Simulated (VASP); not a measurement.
# Si (Amm2) in VASP: single point with PBE

Aim: the single point of Si with PBE.

Program: VASP 6.6.1. These are calculated values, not measurements. Logs are shortened: lines on timing, memory, paths and dates and some standing lists are left out, and cuts for length are marked.

**1. The cell of the first run**

The structure is orthorhombic, space group Amm2 (No. 38). The conventional cell has a = 9.463 Å, b = 9.463 Å, c = 3.861 Å, α = 90.00°, β = 90.00°, γ = 90.00°. Si (site symmetry m) has 4 Si at 2.32 to 2.39 Å within 3.1 Å. Si (site symmetry m) has 4 Si at 2.32 to 2.41 Å within 3.1 Å. Si (site symmetry m) has 4 Si at 2.36 to 2.39 Å within 3.1 Å. Within 3.1 Å of Si (site symmetry m) lie 4 Si at 2.36 to 2.41 Å.

**2. Single point, PBE (atoms displaced along several vibrational modes)**

Contents of INCAR:

```
SYSTEM = Si
PREC = Accurate ; ENCUT = 520
EDIFF = 1E-6 ; ISMEAR = 0
SIGMA = 0.05 ; LREAL = .FALSE.
LASPH = .TRUE. ; NELM = 60
ALGO = Normal ; ISIF = 2
LWAVE = .FALSE. ; LCHARG = .FALSE.
GGA = PE ; NBANDS = 26
```

Contents of KPOINTS:

```
regular mesh
0
G
  10 10 4
  0 0 0
```

Contents of POSCAR:

```
Si
1.0
    0.0000000000      0.0000000000      3.8608359371
    3.3455832253     -3.3455832253     -1.9304179686
    6.6911664507      6.6911664507      0.0000000000
Si
8
Direct
   -0.0195513131      0.0000000000      0.1786105076
    0.4925105371      0.0000000000      0.6786105076
    0.4925105371      0.0000000000      0.3213894924
   -0.0195513131      0.0000000000      0.8213894924
    0.7687066011      0.6427789847      0.0000000000
    0.4011131597      0.6427789847      0.5000000000
    0.1259276164      0.3572210153      0.0000000000
    0.7583341750      0.3572210153      0.5000000000
```

Potentials or basis: VASP PAW PBE potentials, release 64 (Si).

Run with:

```sh
$ cat potpaw_PBE.64/Si/POTCAR > POTCAR
$ mpirun -np 1 vasp_std > vasp.out
```

OUTCAR:

```text
SYSTEM = Si
   PREC = Accurate
   ENCUT = 520
   EDIFF = 1E-6
   ISMEAR = 0
   LREAL = .FALSE.
   LASPH = .TRUE.
   NELM = 60
   ISIF = 2
   GGA = PE

 ion  position               nearest neighbor table
   1  0.980  0.000  0.179-   3 2.32   5 2.39   7 2.39   3 2.39
   2  0.493  0.000  0.679-   4 2.32   4 2.39   8 2.41   6 2.41
   3  0.493  0.000  0.321-   1 2.32   1 2.39   8 2.41   6 2.41
   4  0.980  0.000  0.821-   2 2.32   5 2.39   7 2.39   2 2.39
   5  0.769  0.643  0.000-   7 2.36   7 2.36   1 2.39   4 2.39
   6  0.401  0.643  0.500-   8 2.36   8 2.36   2 2.41   3 2.41
   7  0.126  0.357  0.000-   5 2.36   5 2.36   4 2.39   1 2.39
   8  0.758  0.357  0.500-   6 2.36   6 2.36   3 2.41   2 2.41

  LATTYP: Found a base centered orthorhombic cell.
 ALAT       =     3.8608359371
 B/A-ratio  =     2.4509558284
 C/A-ratio  =     2.4509558284

  Lattice vectors:

 A1 = (  -3.3455832253,   3.3455832253,   1.9304179686)
 A2 = (   3.3455832253,  -3.3455832253,   1.9304179685)
 A3 = (   6.6911664507,   6.6911664507,   0.0000000000)

Analysis of symmetry for initial positions (statically):
=====================================================================
 Subroutine PRICEL returns:
 Original cell was already a primitive cell.

 Routine SETGRP: Setting up the symmetry group for a
 base centered orthorhombic supercell.

 Subroutine GETGRP returns: Found  4 space group operations
 (whereof  4 operations were pure point group operations)
 out of a pool of  8 trial point group operations.

The static configuration has the point symmetry C_2v.

Analysis of symmetry for dynamics (positions and initial velocities):
=====================================================================
 Subroutine PRICEL returns:
 Original cell was already a primitive cell.

 Routine SETGRP: Setting up the symmetry group for a
 base centered orthorhombic supercell.

 Subroutine GETGRP returns: Found  4 space group operations
 (whereof  4 operations were pure point group operations)
 out of a pool of  8 trial point group operations.

The dynamic configuration has the point symmetry C_2v.

 Subroutine INISYM returns: Found  4 space group operations
 (whereof  4 operations are pure point group operations),
 and found     1 'primitive' translations

----------------------------------------------------------------------------------------

                                     Primitive cell

  volume of cell :     172.8562

  direct lattice vectors                    reciprocal lattice vectors
     0.000000000  0.000000000  3.860835937     0.074725387 -0.074725387  0.259011265
     3.345583225 -3.345583225 -1.930417969     0.149450773 -0.149450773  0.000000000
     6.691166451  6.691166451  0.000000000     0.074725387  0.074725387  0.000000000

  length of vectors
     3.860835937  5.110026200  9.462738343     0.279740241  0.211355310  0.105677655

  position of ions in fractional coordinates (direct lattice)
     0.980448687  0.000000000  0.178610508
     0.492510537  0.000000000  0.678610508
     0.492510537  0.000000000  0.321389492
     0.980448687  0.000000000  0.821389492
     0.768706601  0.642778985  0.000000000
     0.401113160  0.642778985  0.500000000
     0.125927616  0.357221015  0.000000000
     0.758334175  0.357221015  0.500000000

  ion indices of the primitive-cell ions
   primitive index   ion index
                 1           1
                 2           2
                 3           3
                 4           4
                 5           5
                 6           6
                 7           7
                 8           8

----------------------------------------------------------------------------------------

 KPOINTS: regular mesh

Automatic generation of k-mesh.
 Grid dimensions read from file:
 generate k-points for:   10   10    4

 Generating k-lattice:

  Cartesian coordinates                     Fractional coordinates (reciprocal lattice)
     0.007472539 -0.007472539  0.025901126     0.100000000 -0.000000000  0.000000000
     0.014945077 -0.014945077  0.000000000     0.000000000  0.100000000  0.000000000
     0.018681347  0.018681347  0.000000000     0.000000000  0.000000000  0.250000000

  Length of vectors
     0.027974024  0.021135531  0.026419414

  Shift w.r.t. Gamma in fractional coordinates (k-lattice)
     0.000000000  0.000000000  0.000000000

 Subroutine IBZKPT returns following result:
 ===========================================

 Found     93 irreducible k-points:

 Following reciprocal coordinates:
            Coordinates               Weight
  0.000000  0.000000  0.000000      1.000000
  0.100000  0.000000  0.000000      4.000000
  0.200000  0.000000  0.000000      4.000000
  0.300000  0.000000  0.000000      4.000000
  0.400000  0.000000  0.000000      4.000000
  0.500000  0.000000  0.000000      2.000000
[... 16 lines left out ...]
  0.000000  0.300000  0.000000      2.000000
  0.100000  0.300000  0.000000      4.000000
 [... further k-points ...]
   k-points           NKPTS =     93   k-points in BZ     NKDIM =     93   number of bands    NBANDS=     26
   number of dos      NEDOS =    301   number of ions     NIONS =      8
   total plane-waves  NPLWV =  84000
   dimension x,y,z NGX =    30 NGY =   40 NGZ =   70
   dimension x,y,z NGXF=    60 NGYF=   80 NGZF=  140
   ions per type =               8
   NGX,Y,Z   is equivalent  to a cutoff of  12.92, 13.01, 12.30 a.u.
   NGXF,Y,Z  is equivalent  to a cutoff of  25.84, 26.03, 24.60 a.u.
 SYSTEM =  Si
   PREC   = accura    normal or accurate (medium, high low for compatibility)
   ISTART =      0    job   : 0-new  1-cont  2-samecut
   ICHARG =      2    charge: 1-file 2-atom 10-const
   ISPIN  =      1    spin polarized calculation?
   LNONCOLLINEAR =      F non collinear calculations
   LSORBIT =      F    spin-orbit coupling
   LASPH  =      T    aspherical Exc in radial PAW
   ENCUT  =  520.0 eV  38.22 Ry    6.18 a.u.   7.18  9.50 17.59*2*pi/ulx,y,z
   NELM   =     60;   NELMIN=  2; NELMDL= -5     # of ELM steps
   EDIFF  = 0.1E-05   stopping-criterion for ELM
   LREAL  =      F    real-space projection
   EDIFFG = 0.1E-04   stopping-criterion for IOM
   NSW    =      0    number of steps for IOM
   IBRION =     -1    ionic relax: 0-MD 1-quasi-New 2-CG
   NFREE  =      0    steps in history (QN), initial steepest desc. (CG)
   ISIF   =      2    stress and relaxation
   ISYM   =      2    0-nonsym 1-usesym 2-fastsym
   POTIM  = 0.5000    time-step for ionic-motion
   TEBEG  =    0.0;   TEEND  =   0.0 temperature during run
   PSTRESS=    0.0 pullay stress
   NELECT =      32.0000    total number of electrons
   NUPDOWN=      -1.0000    fix difference up-down
   EMIN   =  10.00;   EMAX   =-10.00  energy-range for DOS
   EFERMI =   0.00;   METHOD = LEGACY
   ISMEAR =     0;   SIGMA  =   0.05  broadening in eV -4-tet -1-fermi 0-gaus
   EFERMI_NEDOS =   21; number of points for ismear=-14 and -15
   IALGO  =     38    algorithm
   IMIX   =      4    mixing-type and parameters
     AMIX     =   0.40;   BMIX     =  1.00
     AMIX_MAG =   1.60;   BMIX_MAG =  1.00
  volume/ion in A,a.u.               =      21.61       145.81
  Fermi-wavevector in a.u.,A,eV,Ry     =   0.933032  1.763175 11.844531  0.870548
  Thomas-Fermi vector in A             =   2.059691
   LORBIT       =      0    0 simple, 1 ext, 2 COOP (PROOUT), +10 PAW based schemes
   GGA     = PE    functional components
   LHFCALC =     F    Hartree Fock is set to
   AEXX    =    0.0000 exact exchange contribution
   IVDW    =     0    specifies the selected vdW correction
   LEPSILON=     F    determine dielectric tensor
   LRPA    =     F    only Hartree local field effects (RPA)
 non-spin polarized calculation
 Gauss-broadening in eV      SIGMA  =   0.05
  energy-cutoff  :      520.00
  volume of cell :      172.86
 maximum number of plane-waves:      4690
 NGX is ok and might be reduce to    30
   NGX = 15   NGY = 19   NGZ = 35

 number of electron      32.0000001 magnetization

 Free energy of the ion-electron system (eV)
  ---------------------------------------------------
  ext. energy  EPLUGINS =         0.00000000
  ---------------------------------------------------
  free energy    TOTEN  =       -42.34296209 eV

  energy without entropy =      -42.34269114  energy(sigma->0) =      -42.34282661

 E-fermi :   5.3823     XC(G=0):  -9.0353

 val. band max:        5.3442485682   @ k =   0.0000   0.5000   0.0000
 cond. band min:       5.3855355163   @ k =   0.0000   0.5000   0.0000
 fundamental gap:      0.0412869481
 Fermi energy:         5.3822979698

 k-point     1 :       0.0000    0.0000    0.0000
  band No.  band energies     occupation
      1      -6.6313      2.00000
      2      -5.6332      2.00000
      3      -4.7336      2.00000
      4      -2.5083      2.00000
      5      -0.2103      2.00000
      6      -0.1991      2.00000
[... 18 lines left out ...]
     25       8.4855      0.00000
     26       9.2508      0.00000

 k-point     2 :       0.1000    0.0000    0.0000
  band No.  band energies     occupation
      1      -6.5353      2.00000
      2      -5.5455      2.00000
      3      -4.6380      2.00000
      4      -2.4749      2.00000
      5      -0.3843      2.00000
      6      -0.2122      2.00000
[... 18 lines left out ...]
     25       8.5674      0.00000
     26       9.0025      0.00000

 k-point     3 :       0.2000    0.0000    0.0000
  band No.  band energies     occupation
      1      -6.2518      2.00000
      2      -5.2920      2.00000
      3      -4.3535      2.00000
      4      -2.3769      2.00000
      5      -1.0041      2.00000
      6      -0.3145      2.00000
[... 572 lines left out ...]
 k-point    23 :       0.0000    0.3000    0.0000
  band No.  band energies     occupation
      1      -6.1592      2.00000
      2      -5.1190      2.00000
      3      -4.5747      2.00000
      4      -3.8782      2.00000
      5      -2.6404      2.00000
      6      -0.0692      2.00000
[... 18 lines left out ...]
     25       9.3666      0.00000
     26       9.5933      0.00000

 k-point    24 :       0.1000    0.3000    0.0000
  band No.  band energies     occupation
      1      -5.9241      2.00000
      2      -4.8687      2.00000
      3      -4.4482      2.00000
      4      -4.0916      2.00000
      5      -2.9940      2.00000
      6      -0.0590      2.00000
[... 18 lines left out ...]
     25       9.4958      0.00000
     26       9.8584      0.00000

 [... further k-points ...]

------------------------ aborting loop because EDIFF is reached ----------------------------------------

  FORCE on cell =-STRESS in cart. coord.  units (eV):
  Direction    XX          YY          ZZ          XY          YZ          ZX
  --------------------------------------------------------------------------------------
  -------------------------------------------------------------------------------------
  Total       -0.5584125     -0.5584125     -0.4633013      0.1491226     -0.0000000      0.0000000
  in kB       -5.1758383     -5.1758383     -4.2942677      1.3821939     -0.0000000      0.0000000
  external PRESSURE =      -4.8819815 kB  Pullay stress =       0.0000000 kB

 VOLUME and BASIS-vectors are now :
 -----------------------------------------------------------------------------
  energy-cutoff  :      520.00
  volume of cell :      172.86
      direct lattice vectors                 reciprocal lattice vectors
     0.000000000  0.000000000  3.860835937     0.074725387 -0.074725387  0.259011265
     3.345583225 -3.345583225 -1.930417969     0.149450773 -0.149450773  0.000000000
     6.691166451  6.691166451  0.000000000     0.074725387  0.074725387  0.000000000

 POSITION                                       TOTAL-FORCE (eV/Angst)
 -----------------------------------------------------------------------------------
      1.19511      1.19511      3.78535        -0.057268     -0.057268      0.159738
      4.54070      4.54070      1.90150        -0.157143     -0.157143      0.107654
      2.15047      2.15047      1.90150         0.157143      0.157143      0.107654
      5.49605      5.49605      3.78535         0.057268      0.057268      0.159738
      2.15047     -2.15047      1.72702         0.020237     -0.020237      0.302107
      5.49605      1.19511      0.30780         0.147022     -0.147022     -0.569499
      1.19511     -1.19511     -0.20340        -0.020237      0.020237      0.302107
      4.54070      2.15047      2.23822        -0.147022      0.147022     -0.569499
 -----------------------------------------------------------------------------------
    total drift:                                0.000000     -0.000000      0.000075

  FREE ENERGIE OF THE ION-ELECTRON SYSTEM (eV)
  ---------------------------------------------------
  free  energy   TOTEN  =       -42.3429620864 eV

  energy  without entropy=      -42.3426911414  energy(sigma->0) =      -42.34282661
```

Wall time 9.1 min (1 thread of Intel Xeon 8259CL, shared host); peak memory 0.45 GiB.

What came out:

```yaml
Free_energy: -42.3430 eV
Pressure: -0.5 GPa
Largest_force: 0.606 eV/Å
Band_gap_on_the_k_mesh: 0.01 eV (least direct gap 0.46 eV)
```

Forces on the atoms (eV/Å):
```
Si  -0.057 -0.057  0.160
Si  -0.157 -0.157  0.108
Si   0.157  0.157  0.108
Si   0.057  0.057  0.160
Si   0.020 -0.020  0.302
Si   0.147 -0.147 -0.569
Si  -0.020  0.020  0.302
Si  -0.147  0.147 -0.569
```

Stress tensor (GPa, compression positive):
```
-0.52  0.14  0.00
 0.14 -0.52  0.00
 0.00  0.00 -0.43
```

Caveat: the cell differs from its parent crystal (atoms displaced along several vibrational modes); the smearing spreads over this small gap; semilocal functionals underestimate gaps, and a narrow one can read as zero.

The gap in the log of VASP goes by the Fermi energy; the results here count the filled bands.